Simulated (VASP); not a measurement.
Write the native input for VASP 6.6.1 that does the following.

| Property | Result |
| --- | --- |
| Task | single point |
| Functional | PBE |
| Potentials or basis | VASP PAW PBE potentials, release 64 (Cd_sv_GW, O) |
| Cutoff | 700 eV |
| k mesh | 16 × 16 × 16 |
| Occupations | gaussian, width 0.1 eV |
| Spin | no spin polarisation |
| Dipole correction | no |
| Further INCAR settings | ALGO = Normal; EDIFF = 1e-06; NBANDS = 20 |

The structure of CdO lies in POSCAR:

```
CdO
1.0
    0.0000000000      2.2548580005      2.2548580005
    2.2548580005      0.0000000000      2.2548580005
    2.2548580005      2.2548580005      0.0000000000
Cd O
1 1
Direct
    0.0000000000      0.0000000000      0.0000000000
    0.5000000000      0.5000000000      0.5000000000
```

This cell differs from its parent crystal: strained.

The input as run:

INCAR

```
SYSTEM = CdO
PREC = Accurate ; ENCUT = 700
EDIFF = 1E-6 ; ISMEAR = 0
SIGMA = 0.1 ; LREAL = .False.
LASPH = .True. ; NELM = 120
ALGO = Normal ; ISIF = 2
LWAVE = .False. ; LCHARG = .False.
GGA = PE ; NBANDS = 20
GGA_COMPAT = .False.
```

KPOINTS

```
Automatic mesh
0
Gamma
  16 16 16
  0 0 0
```

Potentials or basis: VASP PAW PBE potentials, release 64 (Cd_sv_GW, O).

Launch:

```bash
$ cat potpaw_PBE.64/Cd_sv_GW/POTCAR potpaw_PBE.64/O/POTCAR > POTCAR
$ mpirun -np 1 vasp_std > vasp.out
```

It gave:

```yaml
Pressure: 31.1 GPa
Band_gap_on_the_k_mesh: zero (bands 13 and 14 overlap by 0.16 eV)
```

Caveat: the cell differs from its parent crystal (strained); the cell stands under pressure; semilocal functionals underestimate gaps, and a narrow one can read as zero.

Wall time 92 s on 1 thread of Intel(R) Xeon(R) Platinum 8259CL CPU @ 2.50GHz (Skylake/Cascade Lake), with other jobs on the host, peak memory 0.26 GiB.
